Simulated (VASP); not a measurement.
Write the native input for VASP 6.6.1 that does the following.

| Property | Result |
| --- | --- |
| Task | single point |
| Functional | PBE |
| Potentials or basis | VASP PAW PBE potentials, release 64 (Sn_d) |
| Cutoff | 520 eV |
| k mesh | 13 × 13 × 13 |
| Occupations | fermi-dirac, width 0.0612256 eV |
| Spin | no spin polarisation |
| Dipole correction | no |
| Further INCAR settings | ALGO = Normal; EDIFF = 1e-06; NBANDS = 13 |

The structure of Sn lies in POSCAR:

```
Sn
1.0
    0.0000000000      2.3755174909      2.3755174909
    2.3755174909      0.0000000000      2.3755174909
    2.3755174909      2.3755174909      0.0000000000
Sn
1
Direct
    0.0000000000      0.0000000000      0.0000000000
```

One way to write it, as run:

INCAR

```
PREC = Accurate ; ENCUT = 520
EDIFF = 1E-6 ; ISMEAR = -1
SIGMA = 0.06122561905347299 ; LREAL = F
LASPH = T ; NELM = 60
ALGO = Normal ; ISIF = 2
LWAVE = F ; LCHARG = T
GGA = PE ; LELF = T
LVHAR = T ; NBANDS = 13
```

KPOINTS

```
regular mesh
0
Gamma
  13 13 13
```

Potentials or basis: VASP PAW PBE potentials, release 64 (Sn_d).

Run with:

```console
$ cat potpaw_PBE.64/Sn_d/POTCAR > POTCAR
$ mpirun -np 1 vasp_std > vasp.out
```

Results of the run:

```yaml
Pressure: 2.2 GPa
Band_gap_on_the_k_mesh: zero (band 7 reaches 16.13 eV, above the bottom of band 8 at 6.34 eV)
```

Caveat: spin-orbit coupling is left out, which moves the levels of the heavy elements.

Wall time 44 s on 1 thread of Intel(R) Xeon(R) Platinum 8259CL CPU @ 2.50GHz (Skylake/Cascade Lake) (shared host), peak memory 0.17 GiB.
